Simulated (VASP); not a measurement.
# AlN (Fm-3m) in VASP: a series of runs

Runs on AlN. Level: HSE06. Tasks: relaxation of cell and atoms, single point.

All numbers are computed with VASP 6.6.1; they aren't measurements. Logs are shortened: lines on timing, memory, paths and dates and some standing lists are left out, and cuts for length are marked.

## Step 1: The cell of the first run

Symmetry: Fm-3m, No. 225, cubic system. Conventional cell: a = 4.069 Å, b = 4.069 Å, c = 4.069 Å, α = 90.00°, β = 90.00°, γ = 90.00°. Within 2.7 Å of Al (site symmetry m-3m) lie 6 N at 2.03 Å. Within 2.7 Å of N (site symmetry m-3m) lie 6 Al at 2.03 Å.

## Step 2: Relaxation of cell and atoms, HSE06

Contents of POSCAR:

```
AlN
1.0
    0.0000000000      2.0345180000      2.0345180000
    2.0345180000      0.0000000000      2.0345180000
    2.0345180000      2.0345180000      0.0000000000
Al N
1 1
Direct
    0.5000000000      0.5000000000      0.5000000000
    0.0000000000      0.0000000000      0.0000000000
```

Contents of INCAR.step1:

```
PREC = Accurate
ENCUT = 600
EDIFF = 1E-5
ISMEAR = 0
SIGMA = 0.02
LREAL = F
LASPH = T
NELM = 80
ALGO = Normal
LWAVE = T
LCHARG = F
GGA = PE
NBANDS = 11
```

Contents of INCAR.step2:

```
PREC = Accurate
ENCUT = 600
EDIFF = 1E-7
ISMEAR = 0
SIGMA = 0.02
LREAL = F
LASPH = T
NELM = 80
ALGO = Normal
ISIF = 3
LWAVE = F
LCHARG = F
GGA = PE
LHFCALC = T
HFSCREEN = 0.2079
PRECFOCK = Normal
IBRION = 2
NSW = 100
EDIFFG = -0.005
ISTART = 1
```

Contents of KPOINTS:

```
regular mesh
0
Gamma
  6 6 6
```

Potentials or basis: VASP PAW PBE potentials, release 64 (Al, N).

Launch:

```
$ cat potpaw_PBE.64/Al/POTCAR potpaw_PBE.64/N/POTCAR > POTCAR
$ cp INCAR.step1 INCAR
$ mpirun -np 1 vasp_std > vasp.out
$ cp INCAR.step2 INCAR
$ mpirun -np 1 vasp_std > vasp.out
```

OUTCAR:

```text
PREC = Accurate
   ENCUT = 600
   EDIFF = 1E-7
   ISMEAR = 0
   LREAL = F
   LASPH = T
   NELM = 80
   ISIF = 3
   GGA = PE
   LHFCALC = T
   HFSCREEN = 0.2079
   PRECFOCK = Normal
   IBRION = 2
   NSW = 100
   EDIFFG = -0.005
   ISTART = 1

 ion  position               nearest neighbor table
   1  0.500  0.500  0.500-   2 2.03   2 2.03   2 2.03   2 2.03   2 2.03   2 2.03
   2  0.000  0.000  0.000-   1 2.03   1 2.03   1 2.03   1 2.03   1 2.03   1 2.03

  LATTYP: Found a face centered cubic cell.
 ALAT       =     4.0690360000

  Lattice vectors:

 A1 = (   0.0000000000,   2.0345180000,   2.0345180000)
 A2 = (   2.0345180000,   0.0000000000,   2.0345180000)
 A3 = (   2.0345180000,   2.0345180000,   0.0000000000)

Analysis of symmetry for initial positions (statically):
=====================================================================
 Subroutine PRICEL returns:
 Original cell was already a primitive cell.

 Routine SETGRP: Setting up the symmetry group for a
 face centered cubic supercell.

 Subroutine GETGRP returns: Found 48 space group operations
 (whereof 48 operations were pure point group operations)
 out of a pool of 48 trial point group operations.

The static configuration has the point symmetry O_h .

Analysis of symmetry for dynamics (positions and initial velocities):
=====================================================================
 Subroutine PRICEL returns:
 Original cell was already a primitive cell.

 Routine SETGRP: Setting up the symmetry group for a
 face centered cubic supercell.

 Subroutine GETGRP returns: Found 48 space group operations
 (whereof 48 operations were pure point group operations)
 out of a pool of 48 trial point group operations.

The dynamic configuration has the point symmetry O_h .

 Subroutine INISYM returns: Found 48 space group operations
 (whereof 48 operations are pure point group operations),
 and found     1 'primitive' translations

----------------------------------------------------------------------------------------

                                     Primitive cell

  volume of cell :      16.8428

  direct lattice vectors                    reciprocal lattice vectors
     0.000000000  2.034518000  2.034518000    -0.245758455  0.245758455  0.245758455
     2.034518000  0.000000000  2.034518000     0.245758455 -0.245758455  0.245758455
     2.034518000  2.034518000  0.000000000     0.245758455  0.245758455 -0.245758455

[... 66 lines left out ...]
   ISTART =      1    job   : 0-new  1-cont  2-samecut
   ICHARG =      0    charge: 1-file 2-atom 10-const
   ISPIN  =      1    spin polarized calculation?
   LNONCOLLINEAR =      F non collinear calculations
   LSORBIT =      F    spin-orbit coupling
   LASPH  =      T    aspherical Exc in radial PAW
   ENCUT  =  600.0 eV  44.10 Ry    6.64 a.u.   5.75  5.75  5.75*2*pi/ulx,y,z
   NELM   =     80;   NELMIN=  2; NELMDL=  0     # of ELM steps
   EDIFF  = 0.1E-06   stopping-criterion for ELM
   LREAL  =      F    real-space projection
   EDIFFG = -.5E-02   stopping-criterion for IOM
   NSW    =    100    number of steps for IOM
   IBRION =      2    ionic relax: 0-MD 1-quasi-New 2-CG
   NFREE  =      1    steps in history (QN), initial steepest desc. (CG)
   ISIF   =      3    stress and relaxation
   ISYM   =      3    0-nonsym 1-usesym 2-fastsym
   POTIM  = 0.5000    time-step for ionic-motion
   TEBEG  =    0.0;   TEEND  =   0.0 temperature during run
   PSTRESS=    0.0 pullay stress
   NELECT =       8.0000    total number of electrons
   NUPDOWN=      -1.0000    fix difference up-down
   EMIN   =  10.00;   EMAX   =-10.00  energy-range for DOS
   EFERMI =   0.00;   METHOD = LEGACY
   ISMEAR =     0;   SIGMA  =   0.02  broadening in eV -4-tet -1-fermi 0-gaus
   EFERMI_NEDOS =   21; number of points for ismear=-14 and -15
   IALGO  =     38    algorithm
   IMIX   =      1    mixing-type and parameters
     AMIX     =   0.40;   BMIX     =  1.00
     AMIX_MAG =   1.60;   BMIX_MAG =  1.00
  volume/ion in A,a.u.               =       8.42        56.83
  Fermi-wavevector in a.u.,A,eV,Ry     =   1.277321  2.413786 22.198561  1.631548
  Thomas-Fermi vector in A             =   2.409927
   LORBIT       =      0    0 simple, 1 ext, 2 COOP (PROOUT), +10 PAW based schemes
   GGA     = PE    functional components
   LHFCALC =     T    Hartree Fock is set to
   PRECFOCK=normal    Normal, Fast or Accurate (Low or Medium for compatibility)
   ENCUT4O =  -1.0   cutoff for four orbital integrals eV
   NKREDX  =     1    reduce k-point grid by
   NKREDY  =     1    reduce k-point grid by
   NKREDZ  =     1    reduce k-point grid by
   AEXX    =    0.2500 exact exchange contribution
   HFSCREEN=    0.2079 screening length (either q_TF or 0.3 A-1)
   HFSCREENC=   0.2079 screening length for correlation (either q_TF or 0.3 A-1)
   ENCUTFOCK=  -1.0 apply spherical cutoff to Coloumb kernel
   IVDW    =     0    specifies the selected vdW correction
   LEPSILON=     F    determine dielectric tensor
   LRPA    =     F    only Hartree local field effects (RPA)
 conjugate gradient relaxation of ions
 non-spin polarized calculation
 Gauss-broadening in eV      SIGMA  =   0.02
  energy-cutoff  :      600.00
  volume of cell :       16.84
 maximum number of plane-waves:       588
  NGX = 18; NGY = 18; NGZ = 18

--------------------------------------- Ionic step        1  -------------------------------------------

 number of electron       7.9999999 magnetization

 Free energy of the ion-electron system (eV)
  ---------------------------------------------------
  ext. energy  EPLUGINS =         0.00000000
  ---------------------------------------------------
  free energy    TOTEN  =       -17.11956215 eV

  energy without entropy =      -17.11956215  energy(sigma->0) =      -17.11956215

 E-fermi :   8.9635     XC(G=0):  -9.9875

 val. band max:        8.8694184403   @ k =   0.0000   0.0000   0.0000
 cond. band min:      14.6393523209   @ k =   0.5000   0.5000   0.0000
 fundamental gap:      5.7699338806
 Fermi energy:         8.9635165000

 k-point     1 :       0.0000    0.0000    0.0000
  band No.  band energies     occupation
      1     -10.1732      2.00000
      2       8.8694      2.00000
      3       8.8694      2.00000
      4       8.8694      2.00000
      5      15.7707      0.00000
      6      22.5968      0.00000
      7      22.5968      0.00000
      8      22.5968      0.00000
[... 234 lines left out ...]
--------------------------------------- Ionic step        3  -------------------------------------------

 number of electron       7.9999999 magnetization

 Free energy of the ion-electron system (eV)
  ---------------------------------------------------
  ext. energy  EPLUGINS =         0.00000000
  ---------------------------------------------------
  free energy    TOTEN  =       -17.13103033 eV

  energy without entropy =      -17.13103033  energy(sigma->0) =      -17.13103033

 E-fermi :   9.4071     XC(G=0): -10.0898

 val. band max:        9.2257086620   @ k =   0.0000   0.0000   0.0000
 cond. band min:      15.2937183750   @ k =   0.5000   0.5000   0.0000
 fundamental gap:      6.0680097130
 Fermi energy:         9.4070681817

 k-point     1 :       0.0000    0.0000    0.0000
  band No.  band energies     occupation
      1     -10.0840      2.00000
      2       9.2257      2.00000
      3       9.2257      2.00000
      4       9.2257      2.00000
      5      16.5729      0.00000
      6      23.0637      0.00000
      7      23.0637      0.00000
      8      23.0637      0.00000
[... 192 lines left out ...]
  FREE ENERGIE OF THE ION-ELECTRON SYSTEM (eV)
  ---------------------------------------------------
  free  energy   TOTEN  =       -17.1310303296 eV

  energy  without entropy=      -17.1310303296  energy(sigma->0) =      -17.13103033

 reached required accuracy - stopping structural energy minimisation
```

OUTCAR.step1:

```text
PREC = Accurate
   ENCUT = 600
   EDIFF = 1E-5
   ISMEAR = 0
   LREAL = F
   LASPH = T
[... 432 lines left out ...]
 -----------------------------------------------------------------------------------
      2.03452      2.03452      2.03452         0.000000      0.000000      0.000000
      0.00000      0.00000      0.00000        -0.000000      0.000000     -0.000000
 -----------------------------------------------------------------------------------
    total drift:                                0.000000     -0.000000     -0.000000

  FREE ENERGIE OF THE ION-ELECTRON SYSTEM (eV)
  ---------------------------------------------------
  free  energy   TOTEN  =       -14.5424638256 eV

  energy  without entropy=      -14.5424638256  energy(sigma->0) =      -14.54246383
```

Run time: 15 min. Hardware: 1 thread of Intel Xeon 6975P-C, shared host; peak memory 0.24 GiB.

What came out:

```
Free energy                            : -17.1310 eV
Relaxed volume                         : 8.19 Å³/atom
Relaxed cell                           : a = 2.850 Å, b = 2.850 Å, c = 2.850 Å, α = 60.00°, β = 60.00°, γ = 60.00°
Space group after relaxing (to 0.05 Å) : Fm-3m (No. 225)
Energy gained by relaxing              : 5.7 meV/atom
Ionic steps                            : 3
Pressure after relaxing                : 0.0 GPa
Band gap on the k mesh                 : 6.07 eV, indirect (least direct gap 7.35 eV)
```

Step by step:
```csv
step,energy change (eV),largest force (eV/Å),pressure (GPa),volume (Å³)
1,0.0000,0.0000,-7.57,16.84
2,0.0014,0.0000,8.82,15.89
3,-0.0115,0.0000,-0.04,16.37
```

Final structure:
```
Al N
1.0
     0.00000    2.01535    2.01535
     2.01535    0.00000    2.01535
     2.01535    2.01535    0.00000
Al N
1 1
Direct
  0.50000 0.50000 0.50000
  0.00000 0.00000 0.00000
```

Levels at points of the mesh, in eV from the valence-band top:
| k point | band 1 | band 2 | band 3 | band 4 | band 5 | band 6 | band 7 | band 8 |
| --- | --- | --- | --- | --- | --- | --- | --- | --- |
| (0.00, 0.00, 0.00) | -19.31 | 0.00 | 0.00 | 0.00 | 7.35 | 13.84 | 13.84 | 13.84 |
| (0.50, 0.00, 0.00) | -15.80 | -9.07 | -1.18 | -1.18 | 7.60 | 12.67 | 12.67 | 15.67 |
| (0.50, 0.50, 0.00) | -14.73 | -8.09 | -3.08 | -3.08 | 6.07 | 6.60 | 16.36 | 19.64 |

Caveat: the k points lie up to 0.45 Å⁻¹ apart in the final cell; the PAW data sets were made with another functional, which shifts forces and pressure a little.

## Step 3: Single point, HSE06

POSCAR is that of step 2.

Contents of INCAR.step1:

```
ALGO = Normal
EDIFF = 1E-5
ENCUT = 520
GGA = PE
ISIF = 2
ISMEAR = 0
LASPH = T
LCHARG = F
LREAL = F
LWAVE = T
NBANDS = 11
NELM = 80
PREC = Accurate
SIGMA = 0.1
```

Contents of INCAR.step2:

```
ALGO = Normal
EDIFF = 1E-6
ENCUT = 520
GGA = PE
HFSCREEN = 0.2079
ISIF = 2
ISMEAR = 0
ISTART = 1
LASPH = T
LCHARG = F
LHFCALC = T
LREAL = F
LWAVE = F
NBANDS = 11
NELM = 80
PREC = Accurate
PRECFOCK = Normal
SIGMA = 0.1
```

Contents of KPOINTS:

```
k-points
0
Gamma
  8 8 8
```

Potentials or basis: VASP PAW PBE potentials, release 64 (Al, N).

Launch:

```
$ cat potpaw_PBE.64/Al/POTCAR potpaw_PBE.64/N/POTCAR > POTCAR
$ cp INCAR.step1 INCAR
$ mpirun -np 1 vasp_std > vasp.out
$ cp INCAR.step2 INCAR
$ mpirun -np 1 vasp_std > vasp.out
```

Run time: 24 min. Hardware: 1 thread of Intel Xeon 6975P-C, shared host; peak memory 0.25 GiB.

It converged, with:

| Property | Result |
| --- | --- |
| Free energy | -17.1232 eV |
| Pressure | -7.5 GPa |
| Band gap on the k mesh | 5.77 eV, indirect (least direct gap 6.90 eV) |

Levels at points of the mesh, in eV from the valence-band top:
```tsv
k point	band 2	band 3	band 4	band 5	band 6	band 7
(0.00, 0.00, 0.00)	0.00	0.00	0.00	6.90	13.73	13.73
(0.50, 0.00, 0.00)	-8.87	-1.12	-1.12	7.40	12.42	12.42
(0.50, 0.50, 0.00)	-7.88	-3.00	-3.00	5.77	6.64	15.99
```

Caveat: the PAW data sets were made with another functional, which shifts forces and pressure a little. A k mesh can miss the band edges.
